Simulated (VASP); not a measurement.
Bi2Se3, 5 atoms in the cell. Symmetry: R-3m, No. 166, trigonal system. The conventional cell has a = 4.225 Å, b = 4.225 Å, c = 28.616 Å, α = 90.00°, β = 90.00°, γ = 120.00°. Within 3.8 Å of Bi (site symmetry 3m) lie 6 Se at 2.87 to 3.09 Å. Se (site symmetry 3m) has 3 Bi at 2.87 Å and 3 Se at 3.65 Å within 3.8 Å. Within 4.3 Å of Se (site symmetry -3m) lie 6 Bi at 3.09 Å and 12 Se at 4.20 to 4.23 Å.  This cell differs from its parent crystal: epitaxial xy strain +2.0%.

- Program: VASP 6.6.1
- Task: single point
- Functional: PBE
- Potentials or basis: VASP PAW PBE potentials, release 64 (Bi_d, Se)
- Cutoff: 520 eV
- k mesh: 8 × 8 × 8
- Occupations: fermi-dirac, width 0.02 eV
- Spin: no spin polarisation
- Dipole correction: no
- Further INCAR settings: ALGO = Normal; EDIFF = 1e-06; NBANDS = 32

Potentials or basis: VASP PAW PBE potentials, release 64 (Bi_d, Se).

Launch:

```console
$ cat potpaw_PBE.64/Bi_d/POTCAR potpaw_PBE.64/Se/POTCAR > POTCAR
$ mpirun -np 1 vasp_std > vasp.out
```

Hardware: 1 thread of AMD EPYC 7R43 64-Core Processor (Zen 3), on a shared host.

Problem. Estimate the wall time of this run.

Solution. Wall time 25 min on 1 thread of AMD EPYC 7R43 64-Core Processor (Zen 3), with other jobs on the host, peak memory 0.97 GiB. Counts: scf iterations 14, k points 65.
